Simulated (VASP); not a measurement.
Crystal: BiSb4O.

```xyz
6
Lattice="5.2014 0.0000 0.0000 -2.6007 4.5045 0.0000 0.0000 0.0000 6.3816" Properties=species:S:1:pos:R:3 pbc="T T T"
Sb    0.0000    3.0030    4.6544
Sb    0.0000    3.0030    1.7272
Sb    2.6007    1.5015    4.6544
Sb    2.6007    1.5015    1.7272
Bi    0.0000    0.0000    0.0000
O     0.0000    0.0000    3.1908
```

The cell was built from a structure type or drawn by symmetry, and may not be a known phase.

```yaml
Program: VASP 6.6.1
Task: relaxation of cell and atoms
Functional: PBE
Potentials_or_basis: VASP PAW PBE potentials, release 64 (Sb, Bi_d, O)
Cutoff: 600 eV
k_mesh: 6 × 6 × 4
Occupations: gaussian, width 0.1 eV
Spin: no spin polarisation
```

At the start: pressure -0.2 GPa; volume 24.92 Å³/atom.

**Question.** Where does the relaxation end?

**Answer.** Over 8 steps the energy falls by 25.4 meV/atom and the volume is 24.64 Å³/atom (-1.1 %); space group P6/mmm (No. 191, to 0.1 Å) before and after.

The path:
```tsv
step	energy change (eV)	largest force (eV/Å)	pressure (GPa)	volume (Å³)
1	0.0000	0.1029	-0.16	149.52
2	-0.0818	0.3809	-0.05	148.91
3	-0.0931	0.5246	0.14	148.58
4	-0.1357	0.2781	-0.21	148.78
5	-0.1428	0.0364	-0.37	149.03
6	-0.1480	0.1072	-0.36	148.93
7	-0.1517	0.0183	0.24	147.39
8	-0.1526	0.0194	0.06	147.86
```

Final structure:
```
Sb Bi O
1.0
     5.31278    0.00000    0.00000
    -2.65639    4.60101    0.00000
     0.00000    0.00000    6.04874
Sb Bi O
4 1 1
Direct
  0.33333 0.66667 0.74012
  0.33333 0.66667 0.25988
  0.66667 0.33333 0.74012
  0.66667 0.33333 0.25988
  0.00000 0.00000 0.00000
  0.00000 0.00000 0.50000
```

Caveat: an odd number of electrons without spin polarisation forces a metal; a magnetic or distorted state may lie lower.
